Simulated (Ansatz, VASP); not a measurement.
# One calculation of SiGeO4, two programs

```xyz
6
Lattice="0.0000 3.8627 3.8627 3.8627 0.0000 3.8627 3.8627 3.8627 0.0000" Properties=species:S:1:pos:R:3 pbc="T T T"
Si    1.9314    1.9314    1.9314
Ge    3.8627    3.8627    3.8627
O     4.8614    2.8641    4.8614
O     2.8641    2.8641    2.8641
O     2.8641    4.8614    4.8614
O     4.8614    4.8614    2.8641
```

Alike in both runs: functional PBE; k mesh 4 × 4 × 4; occupations gaussian, width 0.1 eV; no spin polarisation.

Ansatz relaxed the structure, and its values are those at the end. VASP's run is a single point on that final structure, the one shown.

```csv
,VASP,Ansatz
version,VASP 6.6.1,Ansatz 0.2.0
potentials or method,"VASP PAW PBE potentials, release 64 (Si, Ge_d, O), cutoff 520 eV","scalar-relativistic, plane waves, PAW"
valence electrons in the cell,42,42
```

Ansatz gave:

| Quantity | Value |
| --- | --- |
| gap on the k mesh at the Fermi level (eV) | 4.05 |
| least direct gap on the mesh (eV) | 4.06 |
| pressure (GPa) | 0.2 |
| rms of the force components (eV/Å) | 0.000 |

**Question.** Estimate VASP's values.

**Answer.** gap on the k mesh at the Fermi level (eV): 4.05; least direct gap on the mesh (eV): 4.05; pressure (GPa): -0.1; rms of the force components (eV/Å): 0.047.
